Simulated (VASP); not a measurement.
**KZrO3: relaxation of cell and atoms with LDA**

KZrO3:

```
K Zr O
1.0
     4.13057    0.00000    0.00000
     0.00000    4.13057    0.00000
     0.00000    0.00000    4.13057
K Zr O
1 1 3
Direct
  0.00000 0.00000 0.00000
  0.50000 0.50000 0.50000
  0.50000 0.50000 0.00000
  0.50000 0.00000 0.50000
  0.00000 0.50000 0.50000
```

| Property | Result |
| --- | --- |
| Program | VASP 6.6.1 |
| Task | relaxation of cell and atoms |
| Functional | LDA |
| Potentials or basis | VASP PAW LDA potentials, release 64 (K_sv, Zr_sv, O) |
| Cutoff | 600 eV |
| k mesh | 6 × 6 × 6 |
| Occupations | gaussian, width 0.05 eV |
| Spin | no spin polarisation |
| Dipole correction | no |
| Further INCAR settings | ALGO = Normal; EDIFF = 1e-07; IBRION = 2; EDIFFG = -0.01; NSW = 80; ISIF = 3 |

The relaxed volume is 14.13 Å³/atom. The relaxed cell is a = 4.134 Å, b = 4.134 Å, c = 4.134 Å, α = 90.00°, β = 90.00°, γ = 90.00° and the space group after relaxing (to 0.1 Å) is Pm-3m (No. 221). The energy gained by relaxing is 0.0 meV/atom and the ionic steps are 3. The pressure after relaxing is 0.0 GPa. The band gap on the k mesh is zero (an odd number of electrons rules out a gap without spin polarisation).

Step by step:
| step | energy change (eV) | largest force (eV/Å) | pressure (GPa) | volume (Å³) |
| --- | --- | --- | --- | --- |
| 1 | 0.0000 | 0.0000 | 0.40 | 70.47 |
| 2 | 0.0000 | 0.0000 | -0.36 | 70.83 |
| 3 | -0.0002 | 0.0000 | 0.00 | 70.66 |

Final structure:
```
CELL_PARAMETERS angstrom
4.13417 0.00000 0.00000
0.00000 4.13417 0.00000
0.00000 0.00000 4.13417
ATOMIC_POSITIONS crystal
K 0.00000 0.00000 0.00000
Zr 0.50000 0.50000 0.50000
O 0.50000 0.50000 0.00000
O 0.50000 0.00000 0.50000
O 0.00000 0.50000 0.50000
```

Levels at points of the mesh, in eV from the Fermi level:
| k point | band 18 | band 19 | band 20 | band 21 | band 22 | band 23 |
| --- | --- | --- | --- | --- | --- | --- |
| (0.00, 0.00, 0.00) | -0.05 | -0.05 | -0.05 | 4.09 | 4.09 | 4.09 |
| (0.50, 0.00, 0.00) | -1.01 | -0.17 | -0.17 | 4.30 | 6.31 | 6.31 |
| (0.50, 0.50, 0.00) | -0.96 | -0.46 | 0.27 | 6.34 | 6.34 | 7.57 |
| (0.50, 0.50, 0.50) | 0.30 | 0.30 | 0.30 | 7.70 | 7.70 | 7.70 |

Wall time 58 s on 1 thread of AMD EPYC 9R45 96-Core Processor (Zen 5) (shared host), peak memory 0.17 GiB.

Caveat: an odd number of electrons without spin polarisation forces a metal; a magnetic or distorted state may lie lower.
